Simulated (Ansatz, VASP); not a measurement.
**One calculation of Sc, two programs**

```
Sc
1.0
     0.00000    2.21374    2.21374
     2.21374    0.00000    2.21374
     2.21374    2.21374    0.00000
Sc
1
Direct
  0.00000 0.00000 0.00000
```

Change from the starting cell: strain -0.025 along x and y, -0.025 along z, atoms carried along.

Alike in both runs: task single point; functional PBEsol; k mesh 18 × 18 × 18; occupations gaussian, width 0.15 eV; no spin polarisation.

```csv
,VASP,Ansatz
version,VASP 6.6.1,Ansatz 0.2.0
potentials or method,"VASP PAW PBE potentials, release 64 (Sc_sv), cutoff 520 eV","scalar-relativistic, plane waves, PAW"
valence electrons in the cell,11,11
```

```csv
,VASP,Ansatz,Ansatz less VASP
gap on the k mesh at the Fermi level (eV),none,none,-
pressure (GPa),5.2,5.2,-0.02
```

VASP's potentials were made for PBE, not for PBEsol. A gap of «none» marks a metal or a gap that the smearing closes.
